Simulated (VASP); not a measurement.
# BAs (F-43m) in VASP: further runs

BAs is run at these levels: LDA, revPBE+D3(BJ), PBE+D4, r2SCAN; tasks: single point, relaxation of cell and atoms.

Everything below comes from runs of VASP 6.6.1. Logs are shortened: lines on timing, memory, paths and dates and some standing lists are left out, and cuts for length are marked.

### 1 The cell of the first run

It takes space group F-43m (No. 216, cubic). The conventional cell has a = 4.732 Å, b = 4.732 Å, c = 4.732 Å, α = 90.00°, β = 90.00°, γ = 90.00°. B (site symmetry -43m) has 4 As at 2.05 Å within 2.7 Å. Within 2.7 Å of As (site symmetry -43m) lie 4 B at 2.05 Å.

### 2 Single point, LDA

The input, INCAR:

```
SYSTEM = BAs
ALGO = Normal
EDIFF = 1E-7
ENCUT = 520
GGA = CA
ISIF = 2
ISMEAR = 0
LASPH = .True.
LCHARG = .False.
LREAL = .False.
LWAVE = .False.
NBANDS = 11
NELM = 80
PREC = Accurate
SIGMA = 0.01
```

The input, KPOINTS:

```
k-points
0
Gamma
  8 8 8
  0 0 0
```

The input, POSCAR:

```
BAs
1.0
    0.0000000000      2.3660560334      2.3660560334
    2.3660560334      0.0000000000      2.3660560334
    2.3660560334      2.3660560334      0.0000000000
B As
1 1
Direct
    0.0000000000      0.0000000000      0.0000000000
    0.2500000000      0.2500000000      0.2500000000
```

Potentials or basis: VASP PAW LDA potentials, release 64 (B, As).

Command:

```bash
cat potpaw_LDA.64/B/POTCAR potpaw_LDA.64/As/POTCAR > POTCAR
mpirun -np 1 vasp_std > vasp.out
```

OUTCAR:

```text
SYSTEM = BAs
   EDIFF = 1E-7
   ENCUT = 520
   GGA = CA
   ISIF = 2
   ISMEAR = 0
   LASPH = .True.
   LREAL = .False.
   NELM = 80
   PREC = Accurate

 ion  position               nearest neighbor table
   1  0.000  0.000  0.000-   2 2.05   2 2.05   2 2.05   2 2.05
   2  0.250  0.250  0.250-   1 2.05   1 2.05   1 2.05   1 2.05

  LATTYP: Found a face centered cubic cell.
 ALAT       =     4.7321120668

  Lattice vectors:

 A1 = (   0.0000000000,   2.3660560334,   2.3660560334)
 A2 = (   2.3660560334,   0.0000000000,   2.3660560334)
 A3 = (   2.3660560334,   2.3660560334,   0.0000000000)

Analysis of symmetry for initial positions (statically):
=====================================================================
 Subroutine PRICEL returns:
 Original cell was already a primitive cell.

 Routine SETGRP: Setting up the symmetry group for a
 face centered cubic supercell.

 Subroutine GETGRP returns: Found 24 space group operations
 (whereof 24 operations were pure point group operations)
 out of a pool of 48 trial point group operations.

The static configuration has the point symmetry T_d .

Analysis of symmetry for dynamics (positions and initial velocities):
=====================================================================
 Subroutine PRICEL returns:
 Original cell was already a primitive cell.

 Routine SETGRP: Setting up the symmetry group for a
 face centered cubic supercell.

 Subroutine GETGRP returns: Found 24 space group operations
 (whereof 24 operations were pure point group operations)
 out of a pool of 48 trial point group operations.

The dynamic configuration has the point symmetry T_d .

 Subroutine INISYM returns: Found 24 space group operations
 (whereof 24 operations are pure point group operations),
 and found     1 'primitive' translations

----------------------------------------------------------------------------------------

                                     Primitive cell

  volume of cell :      26.4914

  direct lattice vectors                    reciprocal lattice vectors
     0.000000000  2.366056033  2.366056033    -0.211322130  0.211322130  0.211322130
     2.366056033  0.000000000  2.366056033     0.211322130 -0.211322130  0.211322130
     2.366056033  2.366056033  0.000000000     0.211322130  0.211322130 -0.211322130

  length of vectors
     3.346108532  3.346108532  3.346108532     0.366020665  0.366020665  0.366020665

  position of ions in fractional coordinates (direct lattice)
     0.000000000  0.000000000  0.000000000
     0.250000000  0.250000000  0.250000000

  ion indices of the primitive-cell ions
   primitive index   ion index
                 1           1
                 2           2

----------------------------------------------------------------------------------------

 KPOINTS: k-points

Automatic generation of k-mesh.
 Grid dimensions read from file:
 generate k-points for:    8    8    8

 Generating k-lattice:

  Cartesian coordinates                     Fractional coordinates (reciprocal lattice)
    -0.026415266  0.026415266  0.026415266     0.125000000  0.000000000  0.000000000
     0.026415266 -0.026415266  0.026415266     0.000000000  0.125000000  0.000000000
     0.026415266  0.026415266 -0.026415266     0.000000000  0.000000000  0.125000000

  Length of vectors
     0.045752583  0.045752583  0.045752583

  Shift w.r.t. Gamma in fractional coordinates (k-lattice)
     0.000000000  0.000000000  0.000000000

 Subroutine IBZKPT returns following result:
 ===========================================

 Found     29 irreducible k-points:

 Following reciprocal coordinates:
            Coordinates               Weight
  0.000000  0.000000  0.000000      1.000000
  0.125000  0.000000  0.000000      8.000000
  0.250000  0.000000  0.000000      8.000000
  0.375000  0.000000  0.000000      8.000000
  0.500000  0.000000  0.000000      4.000000
  0.125000  0.125000  0.000000      6.000000
[... 16 lines left out ...]
  0.500000  0.250000  0.125000     48.000000
 -0.375000  0.250000  0.125000     24.000000
 [... further k-points ...]
   k-points           NKPTS =     29   k-points in BZ     NKDIM =     29   number of bands    NBANDS=     11
   number of dos      NEDOS =    301   number of ions     NIONS =      2
   total plane-waves  NPLWV =  21952
   dimension x,y,z NGX =    28 NGY =   28 NGZ =   28
   dimension x,y,z NGXF=    56 NGYF=   56 NGZF=   56
   ions per type =               1   1
   NGX,Y,Z   is equivalent  to a cutoff of  13.91, 13.91, 13.91 a.u.
   NGXF,Y,Z  is equivalent  to a cutoff of  27.82, 27.82, 27.82 a.u.
 SYSTEM =  BAs
   PREC   = accura    normal or accurate (medium, high low for compatibility)
   ISTART =      0    job   : 0-new  1-cont  2-samecut
   ICHARG =      2    charge: 1-file 2-atom 10-const
   ISPIN  =      1    spin polarized calculation?
   LNONCOLLINEAR =      F non collinear calculations
   LSORBIT =      F    spin-orbit coupling
   LASPH  =      T    aspherical Exc in radial PAW
   ENCUT  =  520.0 eV  38.22 Ry    6.18 a.u.   6.22  6.22  6.22*2*pi/ulx,y,z
   NELM   =     80;   NELMIN=  2; NELMDL= -5     # of ELM steps
   EDIFF  = 0.1E-06   stopping-criterion for ELM
   LREAL  =      F    real-space projection
   EDIFFG = 0.1E-05   stopping-criterion for IOM
   NSW    =      0    number of steps for IOM
   IBRION =     -1    ionic relax: 0-MD 1-quasi-New 2-CG
   NFREE  =      0    steps in history (QN), initial steepest desc. (CG)
   ISIF   =      2    stress and relaxation
   ISYM   =      2    0-nonsym 1-usesym 2-fastsym
   POTIM  = 0.5000    time-step for ionic-motion
   TEBEG  =    0.0;   TEEND  =   0.0 temperature during run
   PSTRESS=    0.0 pullay stress
   NELECT =       8.0000    total number of electrons
   NUPDOWN=      -1.0000    fix difference up-down
   EMIN   =  10.00;   EMAX   =-10.00  energy-range for DOS
   EFERMI =   0.00;   METHOD = LEGACY
   ISMEAR =     0;   SIGMA  =   0.01  broadening in eV -4-tet -1-fermi 0-gaus
   EFERMI_NEDOS =   21; number of points for ismear=-14 and -15
   IALGO  =     38    algorithm
   IMIX   =      4    mixing-type and parameters
     AMIX     =   0.40;   BMIX     =  1.00
     AMIX_MAG =   1.60;   BMIX_MAG =  1.00
  volume/ion in A,a.u.               =      13.25        89.39
  Fermi-wavevector in a.u.,A,eV,Ry     =   1.098339  2.075560 16.413373  1.206349
  Thomas-Fermi vector in A             =   2.234715
   LORBIT       =      0    0 simple, 1 ext, 2 COOP (PROOUT), +10 PAW based schemes
   GGA     = CA    functional components
   LHFCALC =     F    Hartree Fock is set to
   AEXX    =    0.0000 exact exchange contribution
   IVDW    =     0    specifies the selected vdW correction
   LEPSILON=     F    determine dielectric tensor
   LRPA    =     F    only Hartree local field effects (RPA)
 non-spin polarized calculation
 Gauss-broadening in eV      SIGMA  =   0.01
  energy-cutoff  :      520.00
  volume of cell :       26.49
 maximum number of plane-waves:       725
 NGX is ok and might be reduce to    28
   NGX = 13   NGY = 13   NGZ = 13

 number of electron       8.0000000 magnetization

 Free energy of the ion-electron system (eV)
  ---------------------------------------------------
  ext. energy  EPLUGINS =         0.00000000
  ---------------------------------------------------
  free energy    TOTEN  =       -12.92376228 eV

  energy without entropy =      -12.92376228  energy(sigma->0) =      -12.92376228

 E-fermi :   6.5950     XC(G=0): -10.9020

 val. band max:        6.4811874957   @ k =   0.0000   0.0000   0.0000
 cond. band min:       7.5941813400   @ k =   0.3750   0.3750   0.0000
 fundamental gap:      1.1129938443
 Fermi energy:         6.5950052658

 k-point     1 :       0.0000    0.0000    0.0000
  band No.  band energies     occupation
      1      -9.1554      2.00000
      2       6.4812      2.00000
      3       6.4812      2.00000
      4       6.4812      2.00000
      5       9.7671      0.00000
      6       9.7671      0.00000
      7       9.7671      0.00000
      8      11.5383      0.00000
      9      15.9810      0.00000
     10      19.6319      0.00000
     11      19.6319      0.00000

 k-point     2 :       0.1250    0.0000    0.0000
  band No.  band energies     occupation
      1      -8.8934      2.00000
      2       4.4982      2.00000
      3       6.0292      2.00000
      4       6.0292      2.00000
      5       9.9537      0.00000
      6      10.3588      0.00000
      7      10.3588      0.00000
      8      12.7069      0.00000
      9      16.9581      0.00000
     10      18.1850      0.00000
     11      18.1850      0.00000

 k-point     3 :       0.2500    0.0000    0.0000
  band No.  band energies     occupation
      1      -8.1295      2.00000
      2       1.4687      2.00000
      3       5.3011      2.00000
      4       5.3011      2.00000
      5       9.6809      0.00000
      6      11.1637      0.00000
      7      11.1637      0.00000
      8      14.4867      0.00000
      9      17.7460      0.00000
     10      17.7849      0.00000
     11      17.7849      0.00000

 k-point     4 :       0.3750    0.0000    0.0000
  band No.  band energies     occupation
      1      -6.9899      2.00000
      2      -1.1731      2.00000
      3       4.7914      2.00000
      4       4.7914      2.00000
      5       9.4307      0.00000
      6      11.3240      0.00000
      7      11.3240      0.00000
      8      15.2389      0.00000
      9      18.3218      0.00000
     10      19.2771      0.00000
     11      19.2771      0.00000
[... 239 lines left out ...]
 k-point    22 :       0.3750    0.2500    0.1250
  band No.  band energies     occupation
      1      -7.4618      2.00000
      2       1.2553      2.00000
      3       2.6557      2.00000
      4       4.4105      2.00000
      5       9.6895      0.00000
      6      11.8563      0.00000
      7      12.3791      0.00000
      8      13.7595      0.00000
      9      17.3120      0.00000
     10      19.8673      0.00000
     11      20.8320      0.00000

 k-point    23 :       0.5000    0.2500    0.1250
  band No.  band energies     occupation
      1      -6.3626      2.00000
      2      -0.7709      2.00000
      3       1.9396      2.00000
      4       3.6640      2.00000
      5      10.3241      0.00000
      6      11.6059      0.00000
      7      13.0509      0.00000
      8      14.6447      0.00000
      9      17.9305      0.00000
     10      19.9365      0.00000
     11      22.1064      0.00000

 k-point    24 :      -0.3750    0.2500    0.1250
  band No.  band energies     occupation
      1      -5.6115      2.00000
      2      -1.9393      2.00000
      3       1.8273      2.00000
      4       3.3118      2.00000
      5      10.4396      0.00000
      6      11.2905      0.00000
      7      14.0304      0.00000
      8      15.5934      0.00000
      9      16.8578      0.00000
     10      20.7791      0.00000
     11      21.7900      0.00000

 [... further k-points ...]

------------------------ aborting loop because EDIFF is reached ----------------------------------------

  FORCE on cell =-STRESS in cart. coord.  units (eV):
  Direction    XX          YY          ZZ          XY          YZ          ZX
  --------------------------------------------------------------------------------------
  -------------------------------------------------------------------------------------
  Total        0.1594469      0.1594469      0.1594469     -0.0000000     -0.0000000      0.0000000
  in kB        9.6432065      9.6432065      9.6432065     -0.0000000     -0.0000000      0.0000000
  external PRESSURE =       9.6432065 kB  Pullay stress =       0.0000000 kB

 VOLUME and BASIS-vectors are now :
 -----------------------------------------------------------------------------
  energy-cutoff  :      520.00
  volume of cell :       26.49
      direct lattice vectors                 reciprocal lattice vectors
     0.000000000  2.366056033  2.366056033    -0.211322130  0.211322130  0.211322130
     2.366056033  0.000000000  2.366056033     0.211322130 -0.211322130  0.211322130
     2.366056033  2.366056033  0.000000000     0.211322130  0.211322130 -0.211322130

 POSITION                                       TOTAL-FORCE (eV/Angst)
 -----------------------------------------------------------------------------------
      0.00000      0.00000      0.00000         0.000000      0.000000      0.000000
      1.18303      1.18303      1.18303        -0.000000     -0.000000     -0.000000
 -----------------------------------------------------------------------------------
    total drift:                               -0.000000     -0.000000     -0.000000

  FREE ENERGIE OF THE ION-ELECTRON SYSTEM (eV)
  ---------------------------------------------------
  free  energy   TOTEN  =       -12.9237622782 eV

  energy  without entropy=      -12.9237622782  energy(sigma->0) =      -12.92376228
```

It took 12 s on 1 thread of Intel Xeon Platinum 8259CL at 2.50GHz (Skylake/Cascade Lake), shared host; peak memory 0.14 GiB.

What came out:

```yaml
Free_energy: -12.9238 eV
Pressure: 1.0 GPa
Band_gap_on_the_k_mesh: 1.11 eV, indirect (least direct gap 3.29 eV)
```

A k mesh can miss the band edges.

### 3 Single point, revPBE+D3(BJ)

This run uses another cell than the first one, of 13.33 Å³/atom, 1.006 times its volume.

The input, INCAR:

```
SYSTEM = BAs
PREC = Accurate
ENCUT = 520
EDIFF = 1E-7
ISMEAR = 0
SIGMA = 0.01
LREAL = .False.
LASPH = .True.
NELM = 60
ALGO = Normal
ISIF = 2
LWAVE = .False.
LCHARG = .False.
GGA = RE
IVDW = 12
NBANDS = 11
```

The input, KPOINTS:

```
regular mesh
0
Gamma
  8 8 8
  0 0 0
```

The input, POSCAR:

```
BAs
1.0
    0.0000000000      2.3710197531      2.3710197531
    2.3710197531      0.0000000000      2.3710197531
    2.3710197531      2.3710197531      0.0000000000
B As
1 1
Direct
    0.0000000000      0.0000000000      0.0000000000
    0.2500000000      0.2500000000      0.2500000000
```

Potentials or basis: VASP PAW PBE potentials, release 64 (B, As).

Command:

```bash
cat potpaw_PBE.64/B/POTCAR potpaw_PBE.64/As/POTCAR > POTCAR
mpirun -np 1 vasp_std > vasp.out
```

Run time: 17 s. Hardware: 1 thread of Intel Xeon Platinum 8259CL at 2.50GHz (Skylake/Cascade Lake), shared host; peak memory 0.16 GiB.

The run converged. Its results:

```yaml
Free_energy: -12.1524 eV
Pressure: 0.7 GPa
Band_gap_on_the_k_mesh: 1.18 eV, indirect (least direct gap 3.30 eV)
Dispersion_energy_per_atom: -0.666 eV
```

Levels at points of the mesh, in eV from the valence-band top:
```csv
k point,band 2,band 3,band 4,band 5,band 6,band 7
"(0.00, 0.00, 0.00)",0.00,0.00,0.00,3.30,3.30,3.30
"(0.50, 0.00, 0.00)",-8.96,-1.86,-1.86,2.83,4.81,4.81
"(0.50, 0.50, 0.00)",-8.69,-4.18,-4.18,1.40,1.46,11.63
```

Caveat: the PAW data sets were made with another functional, which shifts forces and pressure a little. A k mesh can miss the band edges.

### 4 Single point, PBE+D4

This run uses another cell than the first one, of 13.46 Å³/atom, 1.016 times its volume.

The input, INCAR:

```
SYSTEM = BAs
ALGO = Normal
EDIFF = 1E-7
ENCUT = 520
GGA = PE
ISIF = 2
ISMEAR = 0
IVDW = 13
LASPH = .True.
LCHARG = .True.
LELF = .True.
LREAL = .False.
LVHAR = .True.
LWAVE = .False.
NBANDS = 11
NELM = 60
PREC = Accurate
SIGMA = 0.01
```

The input, KPOINTS:

```
k-points
0
Gamma
  8 8 8
  0 0 0
```

The input, POSCAR:

```
BAs
1.0
    0.0000000000      2.3789614835      2.3789614835
    2.3789614835      0.0000000000      2.3789614835
    2.3789614835      2.3789614835      0.0000000000
B As
1 1
Direct
    0.0000000000      0.0000000000      0.0000000000
    0.2500000000      0.2500000000      0.2500000000
```

Command:

```bash
cat potpaw_PBE.64/B/POTCAR potpaw_PBE.64/As/POTCAR > POTCAR
mpirun -np 1 vasp_std > vasp.out
```

Run time: 15 s. Hardware: 1 thread of Intel Xeon Platinum 8259CL at 2.50GHz (Skylake/Cascade Lake), shared host; peak memory 0.15 GiB.

It converged, with:

```yaml
Free_energy: -12.1557 eV
Pressure: 0.7 GPa
Band_gap_on_the_k_mesh: 1.18 eV, indirect (least direct gap 3.29 eV)
Dispersion_energy_per_atom: -0.380 eV
```

Levels at points of the mesh, in eV from the valence-band top:
```
           k point  band 2  band 3  band 4  band 5  band 6  band 7
(0.00, 0.00, 0.00)    0.00    0.00    0.00    3.29    3.29    3.29
(0.50, 0.00, 0.00)   -8.88   -1.84   -1.84    2.76    4.79    4.79
(0.50, 0.50, 0.00)   -8.60   -4.13   -4.13    1.41    1.43   11.48
```

A k mesh can miss the band edges.

(Part 1 of 2 ends here.)
